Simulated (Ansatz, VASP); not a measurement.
# Al5N: VASP beside Ansatz

```xyz
6
Lattice="0.0000 3.6605 3.6605 3.6605 0.0000 3.6605 3.6605 3.6605 0.0000" Properties=species:S:1:pos:R:3 pbc="T T T"
Al    5.4908    5.4908    5.4908
Al    2.7467    4.5743    4.5743
Al    2.7467    2.7467    2.7467
Al    4.5743    2.7467    4.5743
Al    4.5743    4.5743    2.7467
N     0.0000    0.0000    0.0000
```

Change from the starting cell: species swapped into the Be5Pt type (F-43m, No. 216).

Alike in both runs: functional PBE; k mesh 10 × 10 × 10; occupations gaussian, width 0.1 eV; no spin polarisation.

Ansatz relaxed the structure, and its values are those at the end. VASP's run is a single point on that final structure, the one shown.

|  | VASP | Ansatz |
| --- | --- | --- |
| version | VASP 6.6.1 | Ansatz 0.2.0 |
| potentials or method | VASP PAW PBE potentials, release 64 (Al, N), cutoff 520 eV | scalar-relativistic, plane waves, PAW |
| valence electrons in the cell | 20 | 20 |

```tsv
	VASP	Ansatz	Ansatz less VASP
gap on the k mesh at the Fermi level (eV)	none	none	-
pressure (GPa)	0.0	0.0	+0.04
```

A gap of «none» marks a metal or a gap that the smearing closes.
